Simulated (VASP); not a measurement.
Runs of VASP 6.6.1 on Lu4ZrO. The structure is that of space group F-43m (No. 216), or close to it. The cells are those of the table. 

```csv
task,spin,cell,cutoff (eV),gap on the mesh (eV),pressure (GPa),largest force (eV/Å)
relaxation of cell and atoms,off,"relaxed from a = 5.687 Å, angles 60.0°, 6 atoms",600,none,-0.1,0.01
single point,off,"a = 5.687 Å, angles 60.0°, 6 atoms",520,none,(b),0.37
single point,off,"a = 6.110 Å, angles 60.0°, 6 atoms",520,none,0.2,0.01
single point,"collinear, ferromagnetic start","a = 6.110 Å, angles 60.0°, 6 atoms",520,none,0.4,(a)
```

Alike in all rows: level PBE; potentials or basis VASP PAW PBE potentials, release 64 (Lu, Zr_sv, O); k mesh 4 × 4 × 4; smearing gaussian 0.1 eV.

Question: Estimate the missing entries.

Answer: (a) 0.04; (b) 12.9.

Caveats: spin-orbit coupling is left out, which moves the levels of the heavy elements.

A k mesh can miss the band edges, and the runs leave out spin-orbit coupling on Lu, Zr.

A gap of «none» marks levels without a gap at the run's occupations.
